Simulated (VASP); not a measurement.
# KBr in VASP: further runs, part 2 of 2

VASP 6.6.1. Earlier steps stand in the parts before.

### Step 4. Single point, PBEsol, non-collinear spin, zero start, spin-orbit coupling (-0.01, -0.01] A)

Contents of INCAR:

```
ALGO = Normal ; EDIFF = 1E-7
ENCUT = 520 ; GGA = PS
GGA_COMPAT = False ; ISIF = 2
ISMEAR = 0 ; LASPH = True
LCHARG = False ; LORBIT = 11
LORBMOM = True ; LREAL = False
LSORBIT = True ; LWAVE = False
MAGMOM = 0 0 0 0 0 0 ; NBANDS = 28
NELM = 150 ; PREC = Accurate
SIGMA = 0.01
```

Contents of KPOINTS:

```
k-points
0
Gamma
  6 6 6
```

Contents of POSCAR:

```
KBr
1.0
    0.0000000000      3.2745285651      3.2745285651
    3.2745285651      0.0000000000      3.2745285651
    3.2745285651      3.2745285651      0.0000000000
K Br
1 1
Direct
   -0.0015269374     -0.0015269374     -0.0015269374
    0.5000000000      0.5000000000      0.5000000000
```

Potentials or basis: VASP PAW PBE potentials, release 64 (K_sv, Br).

Launch:

```sh
$ cat potpaw_PBE.64/K_sv/POTCAR potpaw_PBE.64/Br/POTCAR > POTCAR
$ mpirun -np 1 vasp_ncl > vasp.out
```

OUTCAR:

```text
EDIFF = 1E-7
   ENCUT = 520
   GGA = PS
   ISIF = 2
   ISMEAR = 0
   LASPH = True
   LORBIT = 11
   LREAL = False
   LSORBIT = True
   NELM = 150
   PREC = Accurate

 ion  position               nearest neighbor table
   1  0.998  0.998  0.998-   2 3.26   2 3.26   2 3.26   2 3.28   2 3.28   2 3.28
   2  0.500  0.500  0.500-   1 3.26   1 3.26   1 3.26   1 3.28   1 3.28   1 3.28

  LATTYP: Found a face centered cubic cell.
 ALAT       =     6.5490571302

  Lattice vectors:

 A1 = (   0.0000000000,   3.2745285651,   3.2745285651)
 A2 = (   3.2745285651,   0.0000000000,   3.2745285651)
 A3 = (   3.2745285651,   3.2745285651,   0.0000000000)

Analysis of symmetry for initial positions (statically):
=====================================================================
 Subroutine PRICEL returns:
 Original cell was already a primitive cell.

 Routine SETGRP: Setting up the symmetry group for a
 face centered cubic supercell.

 Subroutine GETGRP returns: Found  6 space group operations
 (whereof  6 operations were pure point group operations)
 out of a pool of 48 trial point group operations.

The static configuration has the point symmetry C_3v.

Analysis of symmetry for dynamics (positions and initial velocities):
=====================================================================
 Subroutine PRICEL returns:
 Original cell was already a primitive cell.

 Routine SETGRP: Setting up the symmetry group for a
 face centered cubic supercell.

 Subroutine GETGRP returns: Found  6 space group operations
 (whereof  6 operations were pure point group operations)
 out of a pool of 48 trial point group operations.

The dynamic configuration has the point symmetry C_3v.

Analysis of structural, dynamic, and magnetic symmetry:
=====================================================================
 Subroutine PRICEL returns:
 Original cell was already a primitive cell.

 Routine SETGRP: Setting up the symmetry group for a
 face centered cubic supercell.

 Subroutine GETGRP returns: Found  6 space group operations
 (whereof  6 operations were pure point group operations)
 out of a pool of 48 trial point group operations.

The overall configuration has the point symmetry C_3v.

 Subroutine INISYM returns: Found  6 space group operations
 (whereof  6 operations are pure point group operations),
 and found     1 'primitive' translations

----------------------------------------------------------------------------------------

                                     Primitive cell

  volume of cell :      70.2225

  direct lattice vectors                    reciprocal lattice vectors
     0.000000000  3.274528565  3.274528565    -0.152693736  0.152693736  0.152693736
     3.274528565  0.000000000  3.274528565     0.152693736 -0.152693736  0.152693736
[... 889 lines left out ...]

 [... further k-points ...]

------------------------ aborting loop because EDIFF is reached ----------------------------------------

  FORCE on cell =-STRESS in cart. coord.  units (eV):
  Direction    XX          YY          ZZ          XY          YZ          ZX
  --------------------------------------------------------------------------------------
  -------------------------------------------------------------------------------------
  Total        0.0301659      0.0301659      0.0301659     -0.0002057     -0.0002057     -0.0002057
  in kB        0.6882573      0.6882573      0.6882573     -0.0046921     -0.0046921     -0.0046921
  external PRESSURE =       0.6882573 kB  Pullay stress =       0.0000000 kB

 VOLUME and BASIS-vectors are now :
 -----------------------------------------------------------------------------
  energy-cutoff  :      520.00
  volume of cell :       70.22
      direct lattice vectors                 reciprocal lattice vectors
     0.000000000  3.274528565  3.274528565    -0.152693736  0.152693736  0.152693736
     3.274528565  0.000000000  3.274528565     0.152693736 -0.152693736  0.152693736
     3.274528565  3.274528565  0.000000000     0.152693736  0.152693736 -0.152693736

 POSITION                                       TOTAL-FORCE (eV/Angst)
 -----------------------------------------------------------------------------------
      6.53906      6.53906      6.53906         0.012316      0.012316      0.012316
      3.27453      3.27453      3.27453        -0.012316     -0.012316     -0.012316
 -----------------------------------------------------------------------------------
    total drift:                                0.000025      0.000025      0.000025

  FREE ENERGIE OF THE ION-ELECTRON SYSTEM (eV)
  ---------------------------------------------------
  free  energy   TOTEN  =        -6.4892947433 eV

  energy  without entropy=       -6.4892947433  energy(sigma->0) =       -6.48929474

 orbital moment (x)

 # of ion     p       d       tot
 ----------------------------------------
  1         0.000  -0.000   0.000
  2         0.000   0.000   0.000
 ----------------------------------------
            0.000  -0.000   0.000

 orbital moment (y)

 # of ion     p       d       tot
 ----------------------------------------
  1        -0.000   0.000  -0.000
  2         0.000  -0.000  -0.000
 ----------------------------------------
           -0.000   0.000  -0.000

 orbital moment (z)

 # of ion     p       d       tot
 ----------------------------------------
  1         0.000   0.000   0.000
  2         0.000   0.000   0.000
 ----------------------------------------
            0.000   0.000   0.000

 Spin-Orbit-Coupling matrix elements

 Ion:    1  E_soc:     -0.0081545
 l=   1
     0.0000000    -0.0013579    -0.0013579
    -0.0013579     0.0000000    -0.0013579
    -0.0013579    -0.0013579     0.0000000
 l=   2
     0.0000000     0.0000001     0.0000000     0.0000001    -0.0000013
     0.0000001     0.0000000    -0.0000010     0.0000001    -0.0000003
     0.0000000    -0.0000010     0.0000000    -0.0000010     0.0000000
     0.0000001     0.0000001    -0.0000010     0.0000000    -0.0000003
    -0.0000013    -0.0000003     0.0000000    -0.0000003     0.0000000
 l=   3
     0.0000000     0.0000000     0.0000000     0.0000000     0.0000000     0.0000000     0.0000000
     0.0000000     0.0000000     0.0000000     0.0000000     0.0000000     0.0000000     0.0000000
     0.0000000     0.0000000     0.0000000     0.0000000     0.0000000     0.0000000     0.0000000
     0.0000000     0.0000000     0.0000000     0.0000000     0.0000000     0.0000000     0.0000000
     0.0000000     0.0000000     0.0000000     0.0000000     0.0000000     0.0000000     0.0000000
     0.0000000     0.0000000     0.0000000     0.0000000     0.0000000     0.0000000     0.0000000
     0.0000000     0.0000000     0.0000000     0.0000000     0.0000000     0.0000000     0.0000000

 Ion:    2  E_soc:     -0.0512885
 l=   1
     0.0000000    -0.0085478    -0.0085478
    -0.0085478     0.0000000    -0.0085478
    -0.0085478    -0.0085478     0.0000000
 l=   2
     0.0000000    -0.0000001     0.0000000    -0.0000001    -0.0000002
    -0.0000001     0.0000000    -0.0000001    -0.0000001    -0.0000000
     0.0000000    -0.0000001     0.0000000    -0.0000001     0.0000000
    -0.0000001    -0.0000001    -0.0000001     0.0000000    -0.0000000
    -0.0000002    -0.0000000     0.0000000    -0.0000000     0.0000000
 l=   3
     0.0000000     0.0000000     0.0000000     0.0000000     0.0000000     0.0000000     0.0000000
     0.0000000     0.0000000     0.0000000     0.0000000     0.0000000     0.0000000     0.0000000
     0.0000000     0.0000000     0.0000000     0.0000000     0.0000000     0.0000000     0.0000000
     0.0000000     0.0000000     0.0000000     0.0000000     0.0000000     0.0000000     0.0000000
     0.0000000     0.0000000     0.0000000     0.0000000     0.0000000     0.0000000     0.0000000
     0.0000000     0.0000000     0.0000000     0.0000000     0.0000000     0.0000000     0.0000000
     0.0000000     0.0000000     0.0000000     0.0000000     0.0000000     0.0000000     0.0000000

 total charge

# of ion       s       p       d       tot
------------------------------------------
    1        1.957   5.569   0.026   7.552
    2        1.592   3.285   0.001   4.878
--------------------------------------------------
tot          3.549   8.854   0.028  12.431

 magnetization (x)

# of ion       s       p       d       tot
------------------------------------------
    1        0.000   0.000   0.000   0.000
    2        0.000   0.000   0.000   0.000
--------------------------------------------------
tot          0.000   0.000   0.000   0.000

 magnetization (y)

# of ion       s       p       d       tot
------------------------------------------
    1       -0.000   0.000   0.000  -0.000
    2       -0.000   0.000   0.000  -0.000
--------------------------------------------------
tot         -0.000   0.000   0.000  -0.000

 magnetization (z)

# of ion       s       p       d       tot
------------------------------------------
    1        0.000   0.000   0.000   0.000
    2        0.000   0.000   0.000   0.000
--------------------------------------------------
tot          0.000   0.000   0.000   0.000
```

OSZICAR:

```text
N       E                     dE             d eps       ncg     rms          rms(c)
DAV:   1     0.111321631345E+03    0.11132E+03   -0.68141E+03  3136   0.100E+03
DAV:   2     0.226944962182E+01   -0.10905E+03   -0.10279E+03  3804   0.263E+02
DAV:   3    -0.645826191875E+01   -0.87277E+01   -0.86829E+01  5104   0.635E+01
DAV:   4    -0.664592461091E+01   -0.18766E+00   -0.18717E+00  4476   0.872E+00
DAV:   5    -0.665104071173E+01   -0.51161E-02   -0.51157E-02  4432   0.108E+00    0.338E+00
DAV:   6    -0.649328522222E+01    0.15776E+00   -0.21030E-01  3772   0.242E+00    0.245E+00
DAV:   7    -0.648048863923E+01    0.12797E-01   -0.10484E-01  3960   0.179E+00    0.140E+00
DAV:   8    -0.648605946462E+01   -0.55708E-02   -0.14924E-02  4592   0.693E-01    0.685E-01
DAV:   9    -0.648875461845E+01   -0.26952E-02   -0.24629E-03  3412   0.393E-01    0.101E-01
DAV:  10    -0.648910564013E+01   -0.35102E-03   -0.29398E-04  4136   0.107E-01    0.454E-02
DAV:  11    -0.648929171982E+01   -0.18608E-03   -0.18358E-04  3332   0.869E-02    0.101E-02
DAV:  12    -0.648929338781E+01   -0.16680E-05   -0.40907E-06  4732   0.124E-02    0.505E-03
DAV:  13    -0.648929481862E+01   -0.14308E-05   -0.14915E-06  3372   0.759E-03    0.379E-03
DAV:  14    -0.648929474328E+01    0.75340E-07   -0.67112E-07  3800   0.534E-03
   1 F= -.64892947E+01 E0= -.64892947E+01  d E =-.420519E-73  mag=     0.0000     0.0000     0.0000
```

Wall time 2.2 min (1 thread of Intel Xeon Platinum 8559C (Emerald Rapids), shared host); peak memory 0.48 GiB.

Results:

```
Free energy                                           : -6.4893 eV
Pressure                                              : 0.1 GPa
Largest force                                         : 0.021 eV/Å
Net moment                                            : 0.00 μB per cell
Valence electrons inside the program's atomic spheres : K 7.55; Br 4.88
```

Forces on the atoms (eV/Å):
```
K    0.012  0.012  0.012
Br  -0.012 -0.012 -0.012
```

Moments on the atoms (μB; x, y, z):
```
K   0.00 0.00 0.00
Br  0.00 0.00 0.00
```

Caveat: the cell differs from its parent crystal (-0.01, -0.01] A); the PAW data sets were made with another functional, which shifts forces and pressure a little.
